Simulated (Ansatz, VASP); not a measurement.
## One calculation of Cr, two programs

INCAR

```
PREC = Accurate
ENCUT = 520
EDIFF = 1E-6
ISMEAR = -1
SIGMA = 0.1
LREAL = False
LASPH = True
NELM = 60
ALGO = Normal
ISIF = 2
LWAVE = False
LCHARG = False
GGA = PE
NBANDS = 19
```

The input KPOINTS:

```
Automatic mesh
0
Gamma
  12 12 12
```

Contents of POSCAR:

```
Cr
1.0
    0.0000000000      2.6480766639      2.6480766639
    2.6480766639      0.0000000000      2.6480766639
    2.6480766639      2.6480766639      0.0000000000
Cr
2
Direct
    0.1250000000      0.1250000000      0.1250000000
    0.8750000000      0.8750000000      0.8750000000
```

Input for Ansatz:

```yaml
crystal:
  lattice:
    - [0.0, 2.6480766639, 2.6480766639]
    - [2.6480766639, 0.0, 2.6480766639]
    - [2.6480766639, 2.6480766639, 0.0]
  atoms:
    - { symbol: Cr, position: [0.125, 0.125, 0.125] }
    - { symbol: Cr, position: [0.875, 0.875, 0.875] }
hamiltonian:
  xc: pbe
  pseudopotentials:
    kind: paw
    azcp:
      Cr: "pseudopotentials/Cr.paw.azcp"
basis:
  ecutwfc: 420
  fft_grid_basis: typed
kpoints:
  mp_grid: { grid: [12, 12, 12], shift: [0, 0, 0] }
magnetization:
  spin_polarized: false
scf:
  occupations: { method: fermi_dirac, width: 0.1 }
  lower_state_search: "off"
output:
  stress: true
  write_density: true
  write_potential: true
  elf: true
  volumetric_format: npy
```

Alike in both runs: task single point; functional PBE; k mesh 12 × 12 × 12; occupations fermi-dirac, width 0.1 eV; no spin polarisation.

|  | VASP | Ansatz |
| --- | --- | --- |
| version | VASP 6.6.1 | Ansatz 0.2.0 |
| potentials or method | VASP PAW PBE potentials, release 64 (Cr_pv), cutoff 520 eV | plane waves (420 eV) with PAW, scalar-relativistic |
| valence electrons in the cell | 24 | 28 |

Ansatz gave:

| Quantity | Value |
| --- | --- |
| pressure (GPa) | -9.3 |

What did VASP give for the same quantities?

Pressure (GPa): -9.2.

VASP's potentials hold 24 valence electrons a cell and Ansatz's 28, so a difference there can come from the potentials and not from the codes.
